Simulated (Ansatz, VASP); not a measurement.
Ba3SbP in VASP and in Ansatz

```
CELL_PARAMETERS angstrom
6.13125 -0.05637 -0.02136
-0.05637 6.04514 0.06858
-0.02136 0.06858 6.00967
ATOMIC_POSITIONS crystal
Ba 0.99568 0.50192 0.49371
Ba 0.50296 0.99572 0.50312
Ba 0.49980 0.49807 0.00232
Sb 0.00213 0.99981 0.99562
P 0.49957 0.50182 0.49242
```

Alike in both runs: task single point; functional PBEsol; k mesh 2 × 2 × 2; no spin polarisation.

|  | VASP | Ansatz |
| --- | --- | --- |
| version | VASP 6.6.1 | Ansatz 0.2.0 |
| potentials or method | VASP PAW PBE potentials, release 64 (Ba_sv, Sb, P), cutoff 520 eV | plane waves, PAW |
| occupations | gaussian, width 0.01 eV | fixed |
| valence electrons in the cell | 40 | 50 |

Ansatz gave:

| Quantity | Value |
| --- | --- |
| pressure (GPa) | -0.3 |
| traceless stress, the component that is largest in VASP (GPa) | -0.78 |
| rms of the force components (eV/Å) | 0.102 |

Problem. Estimate VASP's values.

Solution. Pressure (GPa): 0.3; traceless stress, the component that is largest in VASP (GPa): -0.81; rms of the force components (eV/Å): 0.114.

VASP's potentials were made for PBE, not for PBEsol. Atom by atom the forces differ by 0.025 eV/Å (rms over components). VASP's potentials hold 40 valence electrons a cell and Ansatz's 50, so a difference there can come from the potentials and not from the codes. Ansatz's warnings: stress scf threshold loose.

The k mesh is coarse, so the values compare programs but aren't converged. Neither program's run includes spin-orbit coupling.
